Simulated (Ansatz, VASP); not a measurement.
# Ga3Se: VASP beside Ansatz

Contents of INCAR:

```
ALGO = Normal ; EDIFF = 1E-6
ENCUT = 520 ; GGA = CA
ISIF = 2 ; ISMEAR = -1
LASPH = True ; LCHARG = False
LREAL = False ; LWAVE = False
NBANDS = 30 ; NELM = 60
PREC = Accurate ; SIGMA = 0.05
```

Contents of KPOINTS:

```
k-points
0
Gamma
  6 6 6
```

POSCAR

```
Ga3Se
1.0
    4.4618199283      0.0000000000      0.0000000000
    0.0000000000      4.4618199283      0.0000000000
    0.0000000000      0.0000000000      4.4618199283
Se Ga
1 3
Direct
    0.0000000000      0.0000000000      0.0000000000
    0.5000000000      0.5000000000      0.0000000000
    0.5000000000      0.0000000000      0.5000000000
    0.0000000000      0.5000000000      0.5000000000
```

The input input.yaml:

```yaml
crystal:
  lattice:
    - [4.4618199283, 0.0, 0.0]
    - [0.0, 4.4618199283, 0.0]
    - [0.0, 0.0, 4.4618199283]
  atoms:
    - { symbol: Se, position: [0.0, 0.0, 0.0] }
    - { symbol: Ga, position: [0.5, 0.5, 0.0] }
    - { symbol: Ga, position: [0.5, 0.0, 0.5] }
    - { symbol: Ga, position: [0.0, 0.5, 0.5] }
kpoints:
  mp_grid: { grid: [6, 6, 6] }
scf:
  occupations: { method: fermi_dirac, width: 0.05 }
hamiltonian:
  xc: lda
  pseudopotentials: { kind: all_electron, lapw: { basis_error: 0.002 } }
output:
  forces: true
  stress: true
  eigenvalues: true
```

Change from the starting cell: volume scaled by 1.02.

Alike in both runs: task single point; functional LDA; k mesh 6 × 6 × 6; occupations fermi-dirac, width 0.05 eV; no spin polarisation.

|  | VASP | Ansatz |
| --- | --- | --- |
| version | VASP 6.6.1 | Ansatz 0.2.0 |
| potentials or method | VASP PAW LDA potentials, release 64 (Se, Ga_d), cutoff 520 eV | all-electron LAPW, scalar-relativistic |

Ansatz gave:

| Quantity | Value |
| --- | --- |
| gap on the k mesh at the Fermi level (eV) | none |
| pressure (GPa) | -5.5 |

Question: Estimate VASP's values.

Answer: gap on the k mesh at the Fermi level (eV): none; pressure (GPa): -5.4.

LDA's correlation is that of Perdew and Zunger in VASP and of Perdew and Wang (1992) in Ansatz. A gap of «none» marks a metal or a gap that the smearing closes. Ansatz ran all-electron here, and VASP with PAW potentials.
